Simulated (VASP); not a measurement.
# HfC (Fm-3m) in VASP: a series of runs

The runs below take HfC through electric field gradients, with PBEsol.

All numbers are computed with VASP 6.6.1; they aren't measurements. Logs are shortened: lines on timing, memory, paths and dates and some standing lists are left out, and cuts for length are marked.

### 1 The cell of the first run

Symmetry: Fm-3m, No. 225, cubic system. Conventional cell: a = 4.634 Å, b = 4.634 Å, c = 4.634 Å, α = 90.00°, β = 90.00°, γ = 90.00°. Within 3.1 Å of Hf (site symmetry m-3m) lie 6 C at 2.32 Å. C (site symmetry m-3m) has 6 Hf at 2.32 Å within 3.1 Å.

### 2 Electric field gradients, PBEsol (12.44 Å³/atom)

INCAR

```
PREC = Accurate
ENCUT = 520
EDIFF = 1E-8
ISMEAR = -1
SIGMA = 0.05
LREAL = F
LASPH = T
NELM = 120
ALGO = Normal
ISIF = 2
LWAVE = F
LCHARG = F
GGA = PS
LEFG = T
NBANDS = 14
GGA_COMPAT = F
```

KPOINTS

```
regular mesh
0
Gamma
  15 15 15
```

POSCAR

```
HfC
1.0
    0.0000000000      2.3172240222      2.3172240222
    2.3172240222      0.0000000000      2.3172240222
    2.3172240222      2.3172240222      0.0000000000
Hf C
1 1
Direct
    0.5000000000      0.5000000000      0.5000000000
    0.0000000000      0.0000000000      0.0000000000
```

Potentials or basis: VASP PAW PBE potentials, release 64 (Hf_pv, C).

Command:

```bash
cat potpaw_PBE.64/Hf_pv/POTCAR potpaw_PBE.64/C/POTCAR > POTCAR
mpirun -np 1 vasp_std > vasp.out
```

OUTCAR:

```text
PREC = Accurate
   ENCUT = 520
   EDIFF = 1E-8
   ISMEAR = -1
   LREAL = F
   LASPH = T
   NELM = 120
   ISIF = 2
   GGA = PS

 ion  position               nearest neighbor table
   1  0.500  0.500  0.500-   2 2.32   2 2.32   2 2.32   2 2.32   2 2.32   2 2.32
   2  0.000  0.000  0.000-   1 2.32   1 2.32   1 2.32   1 2.32   1 2.32   1 2.32

  LATTYP: Found a face centered cubic cell.
 ALAT       =     4.6344480444

  Lattice vectors:

 A1 = (   0.0000000000,   2.3172240222,   2.3172240222)
 A2 = (   2.3172240222,   0.0000000000,   2.3172240222)
 A3 = (   2.3172240222,   2.3172240222,   0.0000000000)

Analysis of symmetry for initial positions (statically):
=====================================================================
 Subroutine PRICEL returns:
 Original cell was already a primitive cell.

 Routine SETGRP: Setting up the symmetry group for a
 face centered cubic supercell.

 Subroutine GETGRP returns: Found 48 space group operations
 (whereof 48 operations were pure point group operations)
 out of a pool of 48 trial point group operations.

The static configuration has the point symmetry O_h .

Analysis of symmetry for dynamics (positions and initial velocities):
=====================================================================
 Subroutine PRICEL returns:
 Original cell was already a primitive cell.

 Routine SETGRP: Setting up the symmetry group for a
 face centered cubic supercell.

 Subroutine GETGRP returns: Found 48 space group operations
 (whereof 48 operations were pure point group operations)
 out of a pool of 48 trial point group operations.

The dynamic configuration has the point symmetry O_h .

 Subroutine INISYM returns: Found 48 space group operations
 (whereof 48 operations are pure point group operations),
 and found     1 'primitive' translations

----------------------------------------------------------------------------------------

                                     Primitive cell

  volume of cell :      24.8848

  direct lattice vectors                    reciprocal lattice vectors
     0.000000000  2.317224022  2.317224022    -0.215775426  0.215775426  0.215775426
     2.317224022  0.000000000  2.317224022     0.215775426 -0.215775426  0.215775426
     2.317224022  2.317224022  0.000000000     0.215775426  0.215775426 -0.215775426

  length of vectors
     3.277049639  3.277049639  3.277049639     0.373734000  0.373734000  0.373734000

  position of ions in fractional coordinates (direct lattice)
     0.500000000  0.500000000  0.500000000
     0.000000000  0.000000000  0.000000000

  ion indices of the primitive-cell ions
   primitive index   ion index
                 1           1
                 2           2

----------------------------------------------------------------------------------------

 KPOINTS: regular mesh

Automatic generation of k-mesh.
 Grid dimensions read from file:
 generate k-points for:   15   15   15

 Generating k-lattice:

  Cartesian coordinates                     Fractional coordinates (reciprocal lattice)
    -0.014385028  0.014385028  0.014385028     0.066666667  0.000000000  0.000000000
     0.014385028 -0.014385028  0.014385028     0.000000000  0.066666667  0.000000000
     0.014385028  0.014385028 -0.014385028     0.000000000  0.000000000  0.066666667

  Length of vectors
     0.024915600  0.024915600  0.024915600

  Shift w.r.t. Gamma in fractional coordinates (k-lattice)
     0.000000000  0.000000000  0.000000000

 Subroutine IBZKPT returns following result:
 ===========================================

 Found    120 irreducible k-points:

 Following reciprocal coordinates:
            Coordinates               Weight
  0.000000  0.000000  0.000000      1.000000
  0.066667  0.000000  0.000000      8.000000
  0.133333  0.000000  0.000000      8.000000
  0.200000  0.000000  0.000000      8.000000
  0.266667  0.000000  0.000000      8.000000
  0.333333  0.000000  0.000000      8.000000
[... 16 lines left out ...]
  0.133333  0.133333  0.000000      6.000000
  0.200000  0.133333  0.000000     24.000000
 [... further k-points ...]
   k-points           NKPTS =    120   k-points in BZ     NKDIM =    120   number of bands    NBANDS=     14
   number of dos      NEDOS =    301   number of ions     NIONS =      2
   total plane-waves  NPLWV =  13824
   dimension x,y,z NGX =    24 NGY =   24 NGZ =   24
   dimension x,y,z NGXF=    48 NGYF=   48 NGZF=   48
   ions per type =               1   1
   NGX,Y,Z   is equivalent  to a cutoff of  12.18, 12.18, 12.18 a.u.
   NGXF,Y,Z  is equivalent  to a cutoff of  24.35, 24.35, 24.35 a.u.
 SYSTEM =  unknown system
   PREC   = accura    normal or accurate (medium, high low for compatibility)
   ISTART =      0    job   : 0-new  1-cont  2-samecut
   ICHARG =      2    charge: 1-file 2-atom 10-const
   ISPIN  =      1    spin polarized calculation?
   LNONCOLLINEAR =      F non collinear calculations
   LSORBIT =      F    spin-orbit coupling
   LASPH  =      T    aspherical Exc in radial PAW
   ENCUT  =  520.0 eV  38.22 Ry    6.18 a.u.   6.09  6.09  6.09*2*pi/ulx,y,z
   NELM   =    120;   NELMIN=  2; NELMDL= -5     # of ELM steps
   EDIFF  = 0.1E-07   stopping-criterion for ELM
   LREAL  =      F    real-space projection
   EDIFFG = 0.1E-06   stopping-criterion for IOM
   NSW    =      0    number of steps for IOM
   IBRION =     -1    ionic relax: 0-MD 1-quasi-New 2-CG
   NFREE  =      0    steps in history (QN), initial steepest desc. (CG)
   ISIF   =      2    stress and relaxation
   ISYM   =      2    0-nonsym 1-usesym 2-fastsym
   POTIM  = 0.5000    time-step for ionic-motion
   TEBEG  =    0.0;   TEEND  =   0.0 temperature during run
   PSTRESS=    0.0 pullay stress
   NELECT =      14.0000    total number of electrons
   NUPDOWN=      -1.0000    fix difference up-down
   EMIN   =  10.00;   EMAX   =-10.00  energy-range for DOS
   EFERMI =   0.00;   METHOD = LEGACY
   ISMEAR =    -1;   SIGMA  =   0.05  broadening in eV -4-tet -1-fermi 0-gaus
   EFERMI_NEDOS =   21; number of points for ismear=-14 and -15
   IALGO  =     38    algorithm
   IMIX   =      4    mixing-type and parameters
     AMIX     =   0.40;   BMIX     =  1.00
     AMIX_MAG =   1.60;   BMIX_MAG =  1.00
  volume/ion in A,a.u.               =      12.44        83.97
  Fermi-wavevector in a.u.,A,eV,Ry     =   1.351469  2.553906 24.850620  1.826469
  Thomas-Fermi vector in A             =   2.478888
   LORBIT       =      0    0 simple, 1 ext, 2 COOP (PROOUT), +10 PAW based schemes
   GGA     = PS    functional components
   LHFCALC =     F    Hartree Fock is set to
   AEXX    =    0.0000 exact exchange contribution
   IVDW    =     0    specifies the selected vdW correction
   LEPSILON=     F    determine dielectric tensor
   LRPA    =     F    only Hartree local field effects (RPA)
 non-spin polarized calculation
  energy-cutoff  :      520.00
  volume of cell :       24.88
 maximum number of plane-waves:       681
   NGX = 13   NGY = 13   NGZ = 13

 number of electron      14.0000001 magnetization

 Free energy of the ion-electron system (eV)
  ---------------------------------------------------
  ext. energy  EPLUGINS =         0.00000000
  ---------------------------------------------------
  free energy    TOTEN  =       -22.18941915 eV

  energy without entropy =      -22.18626029  energy(sigma->0) =      -22.18783972

 E-fermi :   5.8485     XC(G=0): -12.4701

 val. band max:        5.8398210074   @ k =   0.4000   0.3333   0.0000
 cond. band min:       5.8738616771   @ k =   0.3333   0.2667   0.0000
 fundamental gap:      0.0340406697
 Fermi energy:         5.8484505368

 k-point     1 :       0.0000    0.0000    0.0000
  band No.  band energies     occupation
      1     -23.5682      2.00000
      2     -23.5682      2.00000
      3     -23.5682      2.00000
      4      -6.4566      2.00000
      5       6.9153      0.00000
      6       6.9153      0.00000
      7       6.9153      0.00000
      8       7.2310      0.00000
      9       7.2310      0.00000
     10       7.2310      0.00000
     11       9.2783      0.00000
     12       9.2783      0.00000
     13      12.8326      0.00000
     14      16.8576      0.00000
[... 377 lines left out ...]
      1     -23.7701      2.00000
      2     -23.6288      2.00000
      3     -23.6213      2.00000
      4      -5.5345      2.00000
      5       3.3935      2.00000
      6       5.1638      2.00000
      7       5.4436      1.99939
      8       6.6049      0.00000
      9       9.3740      0.00000
     10       9.6863      0.00000
     11      10.4586      0.00000
     12      12.2033      0.00000
     13      15.4602      0.00000
     14      19.3614      0.00000

 [... further k-points ...]

------------------------ aborting loop because EDIFF is reached ----------------------------------------

  FORCE on cell =-STRESS in cart. coord.  units (eV):
  Direction    XX          YY          ZZ          XY          YZ          ZX
  --------------------------------------------------------------------------------------
  -------------------------------------------------------------------------------------
  Total       -0.7269499     -0.7269499     -0.7269499      0.0000000     -0.0000000      0.0000000
  in kB      -46.8037859    -46.8037859    -46.8037859      0.0000000     -0.0000000      0.0000000
  external PRESSURE =     -46.8037859 kB  Pullay stress =       0.0000000 kB

 VOLUME and BASIS-vectors are now :
 -----------------------------------------------------------------------------
  energy-cutoff  :      520.00
  volume of cell :       24.88
      direct lattice vectors                 reciprocal lattice vectors
     0.000000000  2.317224022  2.317224022    -0.215775426  0.215775426  0.215775426
     2.317224022  0.000000000  2.317224022     0.215775426 -0.215775426  0.215775426
     2.317224022  2.317224022  0.000000000     0.215775426  0.215775426 -0.215775426

 POSITION                                       TOTAL-FORCE (eV/Angst)
 -----------------------------------------------------------------------------------
      2.31722      2.31722      2.31722        -0.000000     -0.000000      0.000000
      0.00000      0.00000      0.00000         0.000000      0.000000      0.000000
 -----------------------------------------------------------------------------------
    total drift:                                0.000000     -0.000000      0.000000

  FREE ENERGIE OF THE ION-ELECTRON SYSTEM (eV)
  ---------------------------------------------------
  free  energy   TOTEN  =       -22.1894191501 eV

  energy  without entropy=      -22.1862602912  energy(sigma->0) =      -22.18783972

 Electric field gradients (V/A^2)
---------------------------------------------------------------------
 ion       V_xx      V_yy      V_zz      V_xy      V_xz      V_yz
---------------------------------------------------------------------
   1       0.000     0.000    -0.000     0.000     0.000     0.000
   2       0.000    -0.000    -0.000     0.000     0.000     0.000
---------------------------------------------------------------------

 Electric field gradients after diagonalization (V/A^2)
 (convention: |V_zz| > |V_xx| > |V_yy|)
----------------------------------------------------------------------
 ion       V_xx      V_yy      V_zz     asymmetry (V_yy - V_xx)/ V_zz
----------------------------------------------------------------------
   1      -0.000    -0.000     0.000       0.000
   2      -0.000    -0.000     0.001       0.000
----------------------------------------------------------------------

           NMR quadrupolar parameters

 Cq : quadrupolar parameter    Cq=e*Q*V_zz/h
 eta: asymmetry parameters     (V_yy - V_xx)/ V_zz
 Q  : nuclear electric quadrupole moment in mb (millibarn)
----------------------------------------------------------------------
 ion       Cq(MHz)       eta       Q (mb)
----------------------------------------------------------------------
   1       0.000       0.000       1.000
   2       0.000       0.000       1.000
----------------------------------------------------------------------
```

Run time: 48 s. Hardware: 1 thread of Intel Xeon 8259CL, shared host; peak memory 0.17 GiB.

Results:

```
Free energy                             : -22.1894 eV
Pressure                                : -4.7 GPa
Band gap on the k mesh                  : zero (bands 7 and 8 overlap by 1.45 eV)
Largest electric field gradient by atom : zero within the noise of the run
```

Levels at points of the mesh, in eV from the Fermi level:
```tsv
k point	band 3	band 4	band 5	band 6	band 7	band 8	band 9	band 10	band 11	band 12
(0.00, 0.00, 0.00)	-29.42	-12.31	1.07	1.07	1.07	1.38	1.38	1.38	3.43	3.43
```

Caveat: the cell stands under tension; the PAW data sets were made with another functional, which shifts forces and pressure a little; spin-orbit coupling is left out, which moves the levels of the heavy elements.

(Continued in part 2 of 3.)
